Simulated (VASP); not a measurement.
Write the native input for VASP 6.6.1 that does the following.

* Task: single point
* Functional: PBE
* Dispersion: D3(BJ)
* Potentials or basis: VASP PAW PBE potentials, release 64 (C)
* Cutoff: 520 eV
* k mesh: 15 × 15 × 1
* Occupations: gaussian, width 0.1 eV
* Spin: no spin polarisation
* Dipole correction: yes
* Further INCAR settings: ALGO = Normal; EDIFF = 1e-06; NBANDS = 16

The structure of C lies in POSCAR:

```
C
1.0
    2.4657189596      0.0000000000      0.0000000000
   -1.2328594798      2.1353752576      0.0000000000
    0.0000000000      0.0000000000     17.5000000000
C
4
Direct
    0.3333333333      0.6666666667      0.2571428571
    0.6666666667      0.3333333333      0.2571428571
    0.6666666667      1.3333333333      0.4462857143
    1.0000000000      1.0000000000      0.4462857143
```

This cell differs from its parent crystal: layers slid over each other.

These files were run (other wordings do the same):

INCAR

```
PREC = Accurate
ENCUT = 520
EDIFF = 1E-6
ISMEAR = 0
SIGMA = 0.1
LREAL = F
LASPH = T
NELM = 80
ALGO = Normal
ISIF = 2
LWAVE = F
LCHARG = F
LDIPOL = T
IDIPOL = 3
DIPOL = 0.5 0.5 0.352
GGA = PE
IVDW = 12
NBANDS = 16
```

KPOINTS

```
Automatic mesh
0
Gamma
  15 15 1
```

Potentials or basis: VASP PAW PBE potentials, release 64 (C).

Run with:

```bash
$ cat potpaw_PBE.64/C/POTCAR > POTCAR
$ mpirun -np 1 vasp_std > vasp.out
```

Results of the run:

The largest force is 0.027 eV/Å. The band gap on the k mesh is zero (filled and empty bands touch) and the dispersion energy per atom is -0.121 eV.

Caveat: the cell differs from its parent crystal (layers slid over each other).

It took 79 s on 1 thread of Intel Xeon 8259CL, with other jobs on the host, peak memory 0.21 GiB.
